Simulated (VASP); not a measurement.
Write the native input for VASP 6.6.1 that does the following.

```yaml
Task: single point
Functional: PBE
Potentials_or_basis: VASP PAW PBE potentials, release 64 (K_sv, F)
Cutoff: 520 eV
k_mesh: 8 × 8 × 8
Occupations: gaussian, width 0.05 eV
Spin: no spin polarisation
Dipole_correction: no
Further_INCAR_settings: ALGO = Normal; EDIFF = 1e-07; NBANDS = 15
```

The structure of KF lies in POSCAR:

```
KF
1.0
   -0.1389894887      2.5685979539      2.5685979539
    2.5685979539     -0.1389894887      2.5685979539
    2.5685979539      2.5685979539     -0.1389894887
K F
1 1
Direct
    0.0000000000      0.0000000000      0.0000000000
    0.5000000000      0.5000000000      0.5000000000
```

These files were run (other wordings do the same):

INCAR

```
  ALGO = Normal
  EDIFF = 1E-7
  ENCUT = 520
  GGA = PE
  ISIF = 2
  ISMEAR = 0
  LASPH = T
  LCHARG = F
  LREAL = F
  LWAVE = F
  NBANDS = 15
  NELM = 100
  PREC = Accurate
  SIGMA = 0.05
```

KPOINTS

```
k-points
0
Gamma
  8 8 8
```

Potentials or basis: VASP PAW PBE potentials, release 64 (K_sv, F).

Launch:

```sh
$ cat potpaw_PBE.64/K_sv/POTCAR potpaw_PBE.64/F/POTCAR > POTCAR
$ mpirun -np 1 vasp_std > vasp.out
```

Results of the run:

The pressure is 2.9 GPa and the band gap on the k mesh is 6.31 eV.

It took 23 s on 1 thread of AMD EPYC 9R45 96-Core Processor (Zen 5), on a shared host, peak memory 0.14 GiB.
